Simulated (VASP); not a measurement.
Input of a VASP 6.6.1 run:

File INCAR:

```
ALGO     = Normal         # electronic algorithm
EDIFF    = 1E-7           # SCF threshold, eV
ENCUT    = 520            # plane-wave cutoff, eV
GGA      = PS             # functional
ISIF     = 2              # what is computed and relaxed
ISMEAR   = 0              # smearing method
LASPH    = T              # aspherical terms in the spheres
LCHARG   = T              # write CHGCAR
LELF     = T              # ELF
LREAL    = F              # projectors in reciprocal space
LVHAR    = T            
LWAVE    = F              # write WAVECAR
NBANDS   = 26             # bands
NELM     = 100            # most SCF steps
PREC     = Accurate       # precision mode
SIGMA    = 0.15           # smearing width, eV
```

File KPOINTS:

```
k-points
0
Gamma
  12 12 8
```

Contents of POSCAR:

```
HgTe
1.0
    2.9995453784     -3.0001352822      0.0000000000
    2.9995453784      3.0001352822      0.0000000000
    0.0000000000      0.0000000000      5.8584533878
Hg Te
2 2
Direct
    0.2498182349      0.7501817651      0.7500000000
    0.7501817651      0.2498182349      0.2500000000
    0.7498667075      0.2501332925      0.7500000000
    0.2501332925      0.7498667075      0.2500000000
```

Potentials or basis: VASP PAW PBE potentials, release 64 (Hg, Te).

Launch:

```console
$ cat potpaw_PBE.64/Hg/POTCAR potpaw_PBE.64/Te/POTCAR > POTCAR
$ mpirun -np 1 vasp_std > vasp.out
```

Predict the band gap on the k mesh.

zero (bands 18 and 19 overlap by 2.87 eV).

Predict the pressure.

2.0 GPa.

Stress tensor (GPa, compression positive):
```
1.36 0.00 0.00
0.00 1.35 0.00
0.00 0.00 3.25
```

Caveat: the cell differs from its parent crystal (strain +0.000 along x and y, -0.025 along z); the PAW data sets were made with another functional, which shifts forces and pressure a little; spin-orbit coupling is left out, which moves the levels of the heavy elements.
